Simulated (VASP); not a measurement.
# Dy2H (Fd-3m) in VASP: notebook, part 2 of 2

VASP 6.6.1. The steps go on from the part before.

## (4) Single point, PBE

This run uses another cell than the first one, of 38.86 Å³/atom.

INCAR reads:

```
SYSTEM = Dy2H
PREC = Accurate
ENCUT = 500
EDIFF = 1E-6
ISMEAR = 0
SIGMA = 0.2
LREAL = .False.
LASPH = .True.
NELM = 200
ALGO = Normal
ISIF = 2
LWAVE = .False.
LCHARG = .True.
GGA = PE
LELF = .True.
LVHAR = .True.
NBANDS = 28
GGA_COMPAT = .False.
LMAXMIX = 6
```

KPOINTS reads:

```
regular mesh
0
Gamma
  4 4 4
  0 0 0
```

POSCAR reads:

```
Dy2H
1.0
    0.0000000000      4.8852497536      4.8852497536
    4.8852497536      0.0000000000      4.8852497536
    4.8852497536      4.8852497536      0.0000000000
Dy H
4 2
Direct
    0.1250000000      0.1250000000      0.1250000000
    0.1250000000      0.1250000000      0.6250000000
    0.1250000000      0.6250000000      0.1250000000
    0.6250000000      0.1250000000      0.1250000000
    0.0000000000      0.0000000000      0.0000000000
    0.2500000000      0.2500000000      0.2500000000
```

Potentials or basis: VASP PAW PBE potentials, release 64 (Dy_3, H), 4f in core.

Started as:

```
$ cat potpaw_PBE.64/Dy_3/POTCAR potpaw_PBE.64/H/POTCAR > POTCAR
$ mpirun -np 1 vasp_std > vasp.out
```

OUTCAR:

```text
SYSTEM = Dy2H
   PREC = Accurate
   ENCUT = 500
   EDIFF = 1E-6
   ISMEAR = 0
   LREAL = .False.
   LASPH = .True.
   NELM = 200
   ISIF = 2
   GGA = PE

 ion  position               nearest neighbor table
   1  0.125  0.125  0.125-   5 2.12   6 2.12   4 3.45   2 3.45   3 3.45   2 3.45   3 3.45   4 3.45

   2  0.125  0.125  0.625-   5 2.12   6 2.12   1 3.45   1 3.45   3 3.45   4 3.45   3 3.45   4 3.45

   3  0.125  0.625  0.125-   5 2.12   6 2.12   1 3.45   2 3.45   1 3.45   2 3.45   4 3.45   4 3.45

   4  0.625  0.125  0.125-   5 2.12   6 2.12   1 3.45   2 3.45   3 3.45   1 3.45   2 3.45   3 3.45

   5  0.000  0.000  0.000-   1 2.12   2 2.12   3 2.12   4 2.12
   6  0.250  0.250  0.250-   1 2.12   2 2.12   3 2.12   4 2.12

  LATTYP: Found a face centered cubic cell.
 ALAT       =     9.7704995072

  Lattice vectors:

 A1 = (   0.0000000000,   4.8852497536,   4.8852497536)
 A2 = (   4.8852497536,   0.0000000000,   4.8852497536)
 A3 = (   4.8852497536,   4.8852497536,   0.0000000000)

Analysis of symmetry for initial positions (statically):
=====================================================================
 Subroutine PRICEL returns:
 Original cell was already a primitive cell.

 Routine SETGRP: Setting up the symmetry group for a
 face centered cubic supercell.

 Subroutine GETGRP returns: Found 48 space group operations
 (whereof 24 operations were pure point group operations)
 out of a pool of 48 trial point group operations.

The static configuration has the point symmetry T_d .
 The point group associated with its full space group is O_h .

Analysis of symmetry for dynamics (positions and initial velocities):
=====================================================================
 Subroutine PRICEL returns:
 Original cell was already a primitive cell.

[... 117 lines left out ...]
   IMIX   =      4    mixing-type and parameters
     AMIX     =   0.40;   BMIX     =  1.00
     AMIX_MAG =   1.60;   BMIX_MAG =  1.00
  volume/ion in A,a.u.               =      38.86       262.26
  Fermi-wavevector in a.u.,A,eV,Ry     =   0.894209  1.689811 10.879362  0.799611
  Thomas-Fermi vector in A             =   2.016385
   LORBIT       =      0    0 simple, 1 ext, 2 COOP (PROOUT), +10 PAW based schemes
   GGA     = PE    functional components
   LHFCALC =     F    Hartree Fock is set to
   AEXX    =    0.0000 exact exchange contribution
   IVDW    =     0    specifies the selected vdW correction
   LEPSILON=     F    determine dielectric tensor
   LRPA    =     F    only Hartree local field effects (RPA)
 non-spin polarized calculation
 Gauss-broadening in eV      SIGMA  =   0.20
  energy-cutoff  :      500.00
  volume of cell :      233.18
 maximum number of plane-waves:      5961
   NGX = 25   NGY = 25   NGZ = 25

 number of electron      37.9999999 magnetization

 Free energy of the ion-electron system (eV)
  ---------------------------------------------------
  ext. energy  EPLUGINS =         0.00000000
  ---------------------------------------------------
  free energy    TOTEN  =       -21.09314952 eV

  energy without entropy =      -21.00405926  energy(sigma->0) =      -21.04860439

 E-fermi :   0.4036     XC(G=0):  -7.3131

 val. band max:        0.3654456091   @ k =   0.2500   0.2500   0.0000
 cond. band min:       0.4383320250   @ k =  -0.2500   0.5000   0.2500
 fundamental gap:      0.0728864159
 Fermi energy:         0.4036255919

 k-point     1 :       0.0000    0.0000    0.0000
  band No.  band energies     occupation
      1     -23.9930      2.00000
      2     -23.7729      2.00000
      3     -23.7729      2.00000
      4     -23.7729      2.00000
      5     -23.7240      2.00000
      6     -23.7240      2.00000
[... 237 lines left out ...]
     27       2.2416      0.00000
     28       2.2651      0.00000

------------------------ aborting loop because EDIFF is reached ----------------------------------------

  FORCE on cell =-STRESS in cart. coord.  units (eV):
  Direction    XX          YY          ZZ          XY          YZ          ZX
  --------------------------------------------------------------------------------------
  -------------------------------------------------------------------------------------
  Total        1.2108686      1.2108686      1.2108686     -0.0000000      0.0000000      0.0000000
  in kB        8.3198844      8.3198844      8.3198844     -0.0000000      0.0000000      0.0000000
  external PRESSURE =       8.3198844 kB  Pullay stress =       0.0000000 kB

 VOLUME and BASIS-vectors are now :
 -----------------------------------------------------------------------------
  energy-cutoff  :      500.00
  volume of cell :      233.18
      direct lattice vectors                 reciprocal lattice vectors
     0.000000000  4.885249754  4.885249754    -0.102348913  0.102348913  0.102348913
     4.885249754  0.000000000  4.885249754     0.102348913 -0.102348913  0.102348913
     4.885249754  4.885249754  0.000000000     0.102348913  0.102348913 -0.102348913

 POSITION                                       TOTAL-FORCE (eV/Angst)
 -----------------------------------------------------------------------------------
      1.22131      1.22131      1.22131         0.000000      0.000000      0.000000
      3.66394      3.66394      1.22131         0.000000      0.000000     -0.000000
      3.66394      1.22131      3.66394         0.000000      0.000000      0.000000
      1.22131      3.66394      3.66394         0.000000      0.000000     -0.000000
      0.00000      0.00000      0.00000        -0.000000     -0.000000     -0.000000
      2.44262      2.44262      2.44262         0.000000      0.000000      0.000000
 -----------------------------------------------------------------------------------
    total drift:                                0.000000      0.000000      0.000000

  FREE ENERGIE OF THE ION-ELECTRON SYSTEM (eV)
  ---------------------------------------------------
  free  energy   TOTEN  =       -21.0931495154 eV

  energy  without entropy=      -21.0040592597  energy(sigma->0) =      -21.04860439
```

OSZICAR:

```text
N       E                     dE             d eps       ncg     rms          rms(c)
DAV:   1     0.163220557311E+03    0.16322E+03   -0.16492E+04   448   0.108E+03
DAV:   2    -0.818918009966E+01   -0.17141E+03   -0.16772E+03   464   0.351E+02
DAV:   3    -0.233240062333E+02   -0.15135E+02   -0.14238E+02   624   0.562E+01
DAV:   4    -0.244171593098E+02   -0.10932E+01   -0.10601E+01   616   0.134E+01
DAV:   5    -0.244585637826E+02   -0.41404E-01   -0.41150E-01   636   0.240E+00    0.332E+01
DAV:   6    -0.215906874130E+02    0.28679E+01   -0.43574E+00   508   0.650E+00    0.194E+01
DAV:   7    -0.211525749103E+02    0.43811E+00   -0.54636E+00   640   0.791E+00    0.347E+00
DAV:   8    -0.210999007132E+02    0.52674E-01   -0.85906E-01   480   0.324E+00    0.715E-01
DAV:   9    -0.210926811039E+02    0.72196E-02   -0.64517E-02   512   0.969E-01    0.288E-01
DAV:  10    -0.210932373537E+02   -0.55625E-03   -0.64849E-03   628   0.298E-01    0.152E-01
DAV:  11    -0.210931599607E+02    0.77393E-04   -0.10175E-03   528   0.120E-01    0.643E-02
DAV:  12    -0.210931484218E+02    0.11539E-04   -0.13326E-04   536   0.527E-02    0.518E-03
DAV:  13    -0.210931492531E+02   -0.83130E-06   -0.12758E-05   584   0.136E-02    0.335E-03
DAV:  14    -0.210931495154E+02   -0.26225E-06   -0.45088E-07   304   0.347E-03
   1 F= -.21093150E+02 E0= -.21048604E+02  d E =-.890903E-01
```

stdout:

```text
POSCAR found type information on POSCAR DyH
 POSCAR found :  2 types and       6 ions
 scaLAPACK will be used
 LDA part: xc-table for (Slater+PW92), standard interpolation
 POSCAR, INCAR and KPOINTS ok, starting setup
 FFT: planning ... GRIDC
 FFT: planning ... GRID_SOFT
 FFT: planning ... GRID
 WAVECAR not read
 entering main loop
```

Wall time 56 s (1 thread of AMD EPYC 7R13 (Zen 3), shared host); peak memory 0.31 GiB.

Results:

```yaml
Free_energy: -21.0931 eV
Pressure: 0.8 GPa
Band_gap_on_the_k_mesh: zero (bands 19 and 20 overlap by 0.17 eV)
```

Levels at points of the mesh, in eV from the Fermi level:
```
           k point  band 16  band 17  band 18  band 19  band 20  band 21  band 22  band 23
(0.00, 0.00, 0.00)    -1.28    -1.28    -1.28    -0.05    -0.05    -0.05     0.28     0.28
(0.50, 0.00, 0.00)    -1.02    -0.82    -0.82    -0.57     0.62     0.62     0.78     0.78
(0.50, 0.50, 0.00)    -1.03    -0.34    -0.34     0.12     0.12     0.17     0.17     0.69
```

Caveat: spin-orbit coupling is left out, which moves the levels of the heavy elements; the 4f electrons are frozen in the core, so they carry no moment and show no levels. Spin polarisation is off, so any magnetic state and its effect on volume and gap are missing.

## (5) The runs side by side

| cell | gap on the mesh (eV) | pressure (GPa) |
| --- | --- | --- |
| a = 6.377 Å, angles 60.0°, 6 atoms, atomic positions A | none | 0.5 |
| a = 6.428 Å, angles 60.0°, 6 atoms, atomic positions A | none | 0.1 |
| a = 6.909 Å, angles 60.0°, 6 atoms, atomic positions B | none | 0.8 |

Alike in all rows: task single point; level PBE; potentials or basis VASP PAW PBE potentials, release 64 (Dy_3, H), 4f in core; no spin polarisation; k mesh 4 × 4 × 4; cutoff (eV) 500; smearing gaussian 0.2 eV.

Caveats: spin-orbit coupling is left out, which moves the levels of the heavy elements; the 4f electrons are frozen in the core, so they carry no moment and show no levels.

Absolute energies hang on the potentials; compare differences alone.
